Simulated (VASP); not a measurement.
# PbSe (F-43m) in VASP: single point with LDA

Aim: the single point of PbSe with LDA.

Program: VASP 6.6.1. These are calculated values, not measurements. Logs are shortened: lines on timing, memory, paths and dates and some standing lists are left out, and cuts for length are marked.

## (1) The cell of the first run

The structure is cubic, space group F-43m (No. 216). Conventional cell: a = 6.796 Å, b = 6.796 Å, c = 6.796 Å, α = 90.00°, β = 90.00°, γ = 90.00°. Within 3.9 Å of Pb (site symmetry -43m) lie 4 Se at 2.94 Å. Se (site symmetry -43m) has 4 Pb at 2.94 Å within 3.9 Å.

## (2) Single point, LDA (volume scaled by 1.042 of the coarse rest volume)

File INCAR:

```
PREC = Accurate
ENCUT = 520
EDIFF = 1E-6
ISMEAR = 0
SIGMA = 0.02
LREAL = F
LASPH = T
NELM = 80
ALGO = Normal
ISIF = 2
LWAVE = F
LCHARG = T
LELF = T
LVHAR = T
NBANDS = 17
```

File KPOINTS:

```
Automatic mesh
0
Gamma
  10 10 10
```

File POSCAR:

```
PbSe
1.0
    0.0000000000      3.3981000000      3.3981000000
    3.3981000000      0.0000000000      3.3981000000
    3.3981000000      3.3981000000      0.0000000000
Pb Se
1 1
Direct
    0.0000000000      0.0000000000      0.0000000000
    0.2500000000      0.2500000000      0.2500000000
```

Potentials or basis: VASP PAW LDA potentials, release 64 (Pb_d, Se).

Command:

```console
$ cat potpaw_LDA.64/Pb_d/POTCAR potpaw_LDA.64/Se/POTCAR > POTCAR
$ mpirun -np 1 vasp_std > vasp.out
```

OUTCAR:

```text
PREC = Accurate
   ENCUT = 520
   EDIFF = 1E-6
   ISMEAR = 0
   LREAL = F
   LASPH = T
   NELM = 80
   ISIF = 2

 ion  position               nearest neighbor table
   1  0.000  0.000  0.000-   2 2.94   2 2.94   2 2.94   2 2.94
   2  0.250  0.250  0.250-   1 2.94   1 2.94   1 2.94   1 2.94

  LATTYP: Found a face centered cubic cell.
 ALAT       =     6.7962000000

  Lattice vectors:

 A1 = (   0.0000000000,   3.3981000000,   3.3981000000)
 A2 = (   3.3981000000,   0.0000000000,   3.3981000000)
 A3 = (   3.3981000000,   3.3981000000,   0.0000000000)

Analysis of symmetry for initial positions (statically):
=====================================================================
 Subroutine PRICEL returns:
 Original cell was already a primitive cell.

 Routine SETGRP: Setting up the symmetry group for a
 face centered cubic supercell.

 Subroutine GETGRP returns: Found 24 space group operations
 (whereof 24 operations were pure point group operations)
 out of a pool of 48 trial point group operations.

The static configuration has the point symmetry T_d .

Analysis of symmetry for dynamics (positions and initial velocities):
=====================================================================
 Subroutine PRICEL returns:
 Original cell was already a primitive cell.

 Routine SETGRP: Setting up the symmetry group for a
 face centered cubic supercell.

 Subroutine GETGRP returns: Found 24 space group operations
 (whereof 24 operations were pure point group operations)
 out of a pool of 48 trial point group operations.

The dynamic configuration has the point symmetry T_d .

 Subroutine INISYM returns: Found 24 space group operations
 (whereof 24 operations are pure point group operations),
 and found     1 'primitive' translations

----------------------------------------------------------------------------------------

                                     Primitive cell

  volume of cell :      78.4763

  direct lattice vectors                    reciprocal lattice vectors
     0.000000000  3.398100000  3.398100000    -0.147141049  0.147141049  0.147141049
     3.398100000  0.000000000  3.398100000     0.147141049 -0.147141049  0.147141049
     3.398100000  3.398100000  0.000000000     0.147141049  0.147141049 -0.147141049

[... 78 lines left out ...]
   LNONCOLLINEAR =      F non collinear calculations
   LSORBIT =      F    spin-orbit coupling
   LASPH  =      T    aspherical Exc in radial PAW
   ENCUT  =  520.0 eV  38.22 Ry    6.18 a.u.   8.94  8.94  8.94*2*pi/ulx,y,z
   NELM   =     80;   NELMIN=  2; NELMDL= -5     # of ELM steps
   EDIFF  = 0.1E-05   stopping-criterion for ELM
   LREAL  =      F    real-space projection
   EDIFFG = 0.1E-04   stopping-criterion for IOM
   NSW    =      0    number of steps for IOM
   IBRION =     -1    ionic relax: 0-MD 1-quasi-New 2-CG
   NFREE  =      0    steps in history (QN), initial steepest desc. (CG)
   ISIF   =      2    stress and relaxation
   ISYM   =      2    0-nonsym 1-usesym 2-fastsym
   POTIM  = 0.5000    time-step for ionic-motion
   TEBEG  =    0.0;   TEEND  =   0.0 temperature during run
   PSTRESS=    0.0 pullay stress
   NELECT =      20.0000    total number of electrons
   NUPDOWN=      -1.0000    fix difference up-down
   EMIN   =  10.00;   EMAX   =-10.00  energy-range for DOS
   EFERMI =   0.00;   METHOD = LEGACY
   ISMEAR =     0;   SIGMA  =   0.02  broadening in eV -4-tet -1-fermi 0-gaus
   EFERMI_NEDOS =   21; number of points for ismear=-14 and -15
   IALGO  =     38    algorithm
   IMIX   =      4    mixing-type and parameters
     AMIX     =   0.40;   BMIX     =  1.00
     AMIX_MAG =   1.60;   BMIX_MAG =  1.00
  volume/ion in A,a.u.               =      39.24       264.79
  Fermi-wavevector in a.u.,A,eV,Ry     =   1.037939  1.961421 14.657805  1.077318
  Thomas-Fermi vector in A             =   2.172401
   LORBIT       =      0    0 simple, 1 ext, 2 COOP (PROOUT), +10 PAW based schemes
   GGA     = CA    functional components
   LHFCALC =     F    Hartree Fock is set to
   AEXX    =    0.0000 exact exchange contribution
   IVDW    =     0    specifies the selected vdW correction
   LEPSILON=     F    determine dielectric tensor
   LRPA    =     F    only Hartree local field effects (RPA)
 non-spin polarized calculation
 Gauss-broadening in eV      SIGMA  =   0.02
  energy-cutoff  :      520.00
  volume of cell :       78.48
 maximum number of plane-waves:      2148
   NGX = 17   NGY = 17   NGZ = 17

 number of electron      20.0000005 magnetization

 Free energy of the ion-electron system (eV)
  ---------------------------------------------------
  ext. energy  EPLUGINS =         0.00000000
  ---------------------------------------------------
  free energy    TOTEN  =        -8.83669012 eV

  energy without entropy =       -8.83669012  energy(sigma->0) =       -8.83669012

 E-fermi :   2.4487     XC(G=0):  -8.2386

 val. band max:        2.2974746665   @ k =  -0.3000   0.5000   0.2000
 cond. band min:       2.7480617875   @ k =   0.5000   0.5000   0.0000
 fundamental gap:      0.4505871210
 Fermi energy:         2.4486734060

 k-point     1 :       0.0000    0.0000    0.0000
  band No.  band energies     occupation
      1     -14.4388      2.00000
      2     -14.4388      2.00000
      3     -14.4388      2.00000
      4     -14.4003      2.00000
      5     -14.4003      2.00000
      6     -10.6223      2.00000
[... 457 lines left out ...]
      4     -14.4054      2.00000
      5     -14.3951      2.00000
      6      -9.9548      2.00000
[... 9 lines left out ...]
     16      11.4738      0.00000
     17      12.5807      0.00000

 [... further k-points ...]

------------------------ aborting loop because EDIFF is reached ----------------------------------------

  FORCE on cell =-STRESS in cart. coord.  units (eV):
  Direction    XX          YY          ZZ          XY          YZ          ZX
  --------------------------------------------------------------------------------------
  -------------------------------------------------------------------------------------
  Total       -0.6144392     -0.6144392     -0.6144392      0.0000000      0.0000000      0.0000000
  in kB      -12.5444338    -12.5444338    -12.5444338      0.0000000      0.0000000      0.0000000
  external PRESSURE =     -12.5444338 kB  Pullay stress =       0.0000000 kB

 VOLUME and BASIS-vectors are now :
 -----------------------------------------------------------------------------
  energy-cutoff  :      520.00
  volume of cell :       78.48
      direct lattice vectors                 reciprocal lattice vectors
     0.000000000  3.398100000  3.398100000    -0.147141049  0.147141049  0.147141049
     3.398100000  0.000000000  3.398100000     0.147141049 -0.147141049  0.147141049
     3.398100000  3.398100000  0.000000000     0.147141049  0.147141049 -0.147141049

 POSITION                                       TOTAL-FORCE (eV/Angst)
 -----------------------------------------------------------------------------------
      0.00000      0.00000      0.00000        -0.000000      0.000000     -0.000000
      1.69905      1.69905      1.69905         0.000000     -0.000000      0.000000
 -----------------------------------------------------------------------------------
    total drift:                                0.000000      0.000000      0.000000

  FREE ENERGIE OF THE ION-ELECTRON SYSTEM (eV)
  ---------------------------------------------------
  free  energy   TOTEN  =        -8.8366901242 eV

  energy  without entropy=       -8.8366901242  energy(sigma->0) =       -8.83669012
```

It took 39 s on 1 thread of Intel Xeon Platinum 8259CL at 2.50GHz (Skylake/Cascade Lake), shared host; peak memory 0.21 GiB.

What came out:

- Free energy: -8.8367 eV
- Pressure: -1.3 GPa
- Band gap on the k mesh: 0.45 eV, indirect (least direct gap 0.98 eV)

Levels at points of the mesh, in eV from the valence-band top:
```tsv
k point	band 8	band 9	band 10	band 11	band 12	band 13
(0.00, 0.00, 0.00)	-1.65	-1.65	-1.65	2.04	2.04	2.04
(0.50, 0.00, 0.00)	-2.21	-2.21	-2.09	2.82	2.82	3.61
(0.50, 0.50, 0.00)	-2.94	-2.94	-0.53	0.45	4.88	4.88
```

Caveat: spin-orbit coupling is left out, which moves the levels of the heavy elements.
